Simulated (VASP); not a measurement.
# Sb3S (Pm-3m) in VASP: a series of runs

The runs below take Sb3S through single point, relaxation of cell and atoms, with PBE.

All numbers are computed with VASP 6.6.1; they aren't measurements. Logs are shortened: lines on timing, memory, paths and dates and some standing lists are left out, and cuts for length are marked.

### Step 1. The cell of the first run

Symmetry: Pm-3m, No. 221, cubic system. The conventional cell has a = 4.676 Å, b = 4.676 Å, c = 4.676 Å, α = 90.00°, β = 90.00°, γ = 90.00°. Sb (site symmetry 4/mmm) has 8 Sb at 3.31 Å and 4 S at 3.31 Å within 4.3 Å. S (site symmetry m-3m) has 12 Sb at 3.31 Å within 4.3 Å.

### Step 2. Single point, PBE

Input file INCAR:

```
SYSTEM = Sb3S
PREC     = Accurate       ! precision mode
ENCUT    = 520            ! plane-wave cutoff, eV
EDIFF    = 1E-6           ! SCF threshold, eV
ISMEAR   = 0              ! smearing method
SIGMA    = 0.1            ! smearing width, eV
LREAL    = .False.        ! projectors in reciprocal space
LASPH    = .True.         ! aspherical terms in the spheres
NELM     = 100            ! most SCF steps
ALGO     = Normal         ! electronic algorithm
ISIF     = 2              ! what is computed and relaxed
LWAVE    = .False.        ! write WAVECAR
LCHARG   = .False.        ! write CHGCAR
GGA      = PE             ! functional
NBANDS   = 18             ! bands
```

Input file KPOINTS:

```
regular mesh
0
Gamma
  4 4 4
  0 0 0
```

Input file POSCAR:

```
Sb3S
1.0
    4.6764806029      0.0000000000      0.0000000000
    0.0000000000      4.6764806029      0.0000000000
    0.0000000000      0.0000000000      4.6764806029
Sb S
3 1
Direct
    0.0000000000      0.5000000000      0.5000000000
    0.5000000000      0.0000000000      0.5000000000
    0.5000000000      0.5000000000      0.0000000000
    0.0000000000      0.0000000000      0.0000000000
```

Potentials or basis: VASP PAW PBE potentials, release 64 (Sb, S).

The run is started by

```bash
> cat potpaw_PBE.64/Sb/POTCAR potpaw_PBE.64/S/POTCAR > POTCAR
> mpirun -np 1 vasp_std > vasp.out
```

OUTCAR:

```text
SYSTEM = Sb3S
   PREC = Accurate
   ENCUT = 520
   EDIFF = 1E-6
   ISMEAR = 0
   LREAL = .False.
   LASPH = .True.
   NELM = 100
   ISIF = 2
   GGA = PE

 ion  position               nearest neighbor table
   1  0.000  0.500  0.500-   2 3.31   3 3.31   3 3.31   2 3.31   2 3.31   3 3.31   3 3.31   2 3.31

   2  0.500  0.000  0.500-   1 3.31   3 3.31   3 3.31   1 3.31   3 3.31   3 3.31   1 3.31   1 3.31

   3  0.500  0.500  0.000-   1 3.31   2 3.31   1 3.31   2 3.31   2 3.31   2 3.31   1 3.31   1 3.31

   4  0.000  0.000  0.000-

  LATTYP: Found a simple cubic cell.
 ALAT       =     4.6764806029

  Lattice vectors:

 A1 = (   4.6764806029,   0.0000000000,   0.0000000000)
 A2 = (   0.0000000000,   4.6764806029,   0.0000000000)
 A3 = (   0.0000000000,   0.0000000000,   4.6764806029)

Analysis of symmetry for initial positions (statically):
=====================================================================
 Subroutine PRICEL returns:
 Original cell was already a primitive cell.

 Routine SETGRP: Setting up the symmetry group for a
 simple cubic supercell.

 Subroutine GETGRP returns: Found 48 space group operations
 (whereof 48 operations were pure point group operations)
 out of a pool of 48 trial point group operations.

The static configuration has the point symmetry O_h .

Analysis of symmetry for dynamics (positions and initial velocities):
=====================================================================
 Subroutine PRICEL returns:
 Original cell was already a primitive cell.

 Routine SETGRP: Setting up the symmetry group for a
 simple cubic supercell.

 Subroutine GETGRP returns: Found 48 space group operations
 (whereof 48 operations were pure point group operations)
 out of a pool of 48 trial point group operations.

The dynamic configuration has the point symmetry O_h .

 Subroutine INISYM returns: Found 48 space group operations
 (whereof 48 operations are pure point group operations),
 and found     1 'primitive' translations

----------------------------------------------------------------------------------------

                                     Primitive cell

  volume of cell :     102.2722

  direct lattice vectors                    reciprocal lattice vectors
     4.676480603  0.000000000  0.000000000     0.213836020  0.000000000  0.000000000
     0.000000000  4.676480603  0.000000000     0.000000000  0.213836020  0.000000000
[... 74 lines left out ...]
   EDIFF  = 0.1E-05   stopping-criterion for ELM
   LREAL  =      F    real-space projection
   EDIFFG = 0.1E-04   stopping-criterion for IOM
   NSW    =      0    number of steps for IOM
   IBRION =     -1    ionic relax: 0-MD 1-quasi-New 2-CG
   NFREE  =      0    steps in history (QN), initial steepest desc. (CG)
   ISIF   =      2    stress and relaxation
   ISYM   =      2    0-nonsym 1-usesym 2-fastsym
   POTIM  = 0.5000    time-step for ionic-motion
   TEBEG  =    0.0;   TEEND  =   0.0 temperature during run
   PSTRESS=    0.0 pullay stress
   NELECT =      21.0000    total number of electrons
   NUPDOWN=      -1.0000    fix difference up-down
   EMIN   =  10.00;   EMAX   =-10.00  energy-range for DOS
   EFERMI =   0.00;   METHOD = LEGACY
   ISMEAR =     0;   SIGMA  =   0.10  broadening in eV -4-tet -1-fermi 0-gaus
   EFERMI_NEDOS =   21; number of points for ismear=-14 and -15
   IALGO  =     38    algorithm
   IMIX   =      4    mixing-type and parameters
     AMIX     =   0.40;   BMIX     =  1.00
     AMIX_MAG =   1.60;   BMIX_MAG =  1.00
  volume/ion in A,a.u.               =      25.57       172.54
  Fermi-wavevector in a.u.,A,eV,Ry     =   0.965818  1.825132 12.691584  0.932805
  Thomas-Fermi vector in A             =   2.095567
   LORBIT       =      0    0 simple, 1 ext, 2 COOP (PROOUT), +10 PAW based schemes
   GGA     = PE    functional components
   LHFCALC =     F    Hartree Fock is set to
   AEXX    =    0.0000 exact exchange contribution
   IVDW    =     0    specifies the selected vdW correction
   LEPSILON=     F    determine dielectric tensor
   LRPA    =     F    only Hartree local field effects (RPA)
 non-spin polarized calculation
 Gauss-broadening in eV      SIGMA  =   0.10
  energy-cutoff  :      520.00
  volume of cell :      102.27
 maximum number of plane-waves:      2800
 NGX is ok and might be reduce to    36
   NGX = 17   NGY = 17   NGZ = 17

 number of electron      20.9999999 magnetization

 Free energy of the ion-electron system (eV)
  ---------------------------------------------------
  ext. energy  EPLUGINS =         0.00000000
  ---------------------------------------------------
  free energy    TOTEN  =       -14.70251969 eV

  energy without entropy =      -14.67405568  energy(sigma->0) =      -14.68828768

 E-fermi :   7.6172     XC(G=0): -10.1184

 val. band max:        7.6127889861   @ k =   0.5000   0.2500   0.2500
 cond. band min:       7.6445520600   @ k =   0.2500   0.2500   0.0000
 fundamental gap:      0.0317630739
 Fermi energy:         7.6171878286

 k-point     1 :       0.0000    0.0000    0.0000
  band No.  band energies     occupation
      1      -6.0275      2.00000
      2      -2.8858      2.00000
      3       0.3134      2.00000
      4       0.3134      2.00000
      5       2.6955      2.00000
      6       2.6955      2.00000
[... 187 lines left out ...]
      5       1.5719      2.00000
      6       1.9589      2.00000
[... 10 lines left out ...]
     17      13.9059      0.00000
     18      16.3607      0.00000

------------------------ aborting loop because EDIFF is reached ----------------------------------------

  FORCE on cell =-STRESS in cart. coord.  units (eV):
  Direction    XX          YY          ZZ          XY          YZ          ZX
  --------------------------------------------------------------------------------------
  -------------------------------------------------------------------------------------
  Total       -1.5816070     -1.5816070     -1.5816070     -0.0000000      0.0000000     -0.0000000
  in kB      -24.7771733    -24.7771733    -24.7771733     -0.0000000      0.0000000     -0.0000000
  external PRESSURE =     -24.7771733 kB  Pullay stress =       0.0000000 kB

 VOLUME and BASIS-vectors are now :
 -----------------------------------------------------------------------------
  energy-cutoff  :      520.00
  volume of cell :      102.27
      direct lattice vectors                 reciprocal lattice vectors
     4.676480603  0.000000000  0.000000000     0.213836020  0.000000000  0.000000000
     0.000000000  4.676480603  0.000000000     0.000000000  0.213836020  0.000000000
     0.000000000  0.000000000  4.676480603     0.000000000  0.000000000  0.213836020

 POSITION                                       TOTAL-FORCE (eV/Angst)
 -----------------------------------------------------------------------------------
      0.00000      2.33824      2.33824         0.000000      0.000000      0.000000
      2.33824      0.00000      2.33824         0.000000      0.000000      0.000000
      2.33824      2.33824      0.00000         0.000000      0.000000      0.000000
      0.00000      0.00000      0.00000         0.000000      0.000000      0.000000
 -----------------------------------------------------------------------------------
    total drift:                               -0.000000      0.000000      0.000000

  FREE ENERGIE OF THE ION-ELECTRON SYSTEM (eV)
  ---------------------------------------------------
  free  energy   TOTEN  =       -14.7025196925 eV

  energy  without entropy=      -14.6740556754  energy(sigma->0) =      -14.68828768
```

OSZICAR:

```text
N       E                     dE             d eps       ncg     rms          rms(c)
DAV:   1     0.833470024212E+02    0.83347E+02   -0.70812E+03   360   0.908E+02
DAV:   2    -0.899510966171E+01   -0.92342E+02   -0.90128E+02   488   0.151E+02
DAV:   3    -0.149846791845E+02   -0.59896E+01   -0.59190E+01   414   0.413E+01
DAV:   4    -0.150484806232E+02   -0.63801E-01   -0.63532E-01   432   0.504E+00
DAV:   5    -0.150492888472E+02   -0.80822E-03   -0.80785E-03   420   0.595E-01    0.616E+00
DAV:   6    -0.147682229964E+02    0.28107E+00   -0.26864E+00   446   0.572E+00    0.388E+00
DAV:   7    -0.147052252442E+02    0.62998E-01   -0.28183E-01   394   0.250E+00    0.222E+00
DAV:   8    -0.147049829079E+02    0.24234E-03   -0.81717E-02   402   0.135E+00    0.369E-01
DAV:   9    -0.147024338426E+02    0.25491E-02   -0.61143E-03   414   0.374E-01    0.197E-01
DAV:  10    -0.147025080978E+02   -0.74255E-04   -0.17254E-03   412   0.188E-01    0.384E-02
DAV:  11    -0.147025280207E+02   -0.19923E-04   -0.59897E-05   396   0.429E-02    0.341E-02
DAV:  12    -0.147025224629E+02    0.55578E-05   -0.46006E-06   398   0.101E-02    0.156E-02
DAV:  13    -0.147025202252E+02    0.22377E-05   -0.18788E-06   290   0.615E-03    0.571E-03
DAV:  14    -0.147025196925E+02    0.53274E-06   -0.99151E-07   204   0.489E-03
   1 F= -.14702520E+02 E0= -.14688288E+02  d E =-.284640E-01
```

Wall time 9 s (1 thread of Intel Xeon 6975P-C (Granite Rapids), shared host); peak memory 0.2 GiB.

Results:

| Quantity | Value |
| --- | --- |
| Free energy | -14.7025 eV |
| Pressure | -2.5 GPa |

Caveat: spin-orbit coupling is left out, which moves the levels of the heavy elements.

[end of part 1 of 2]
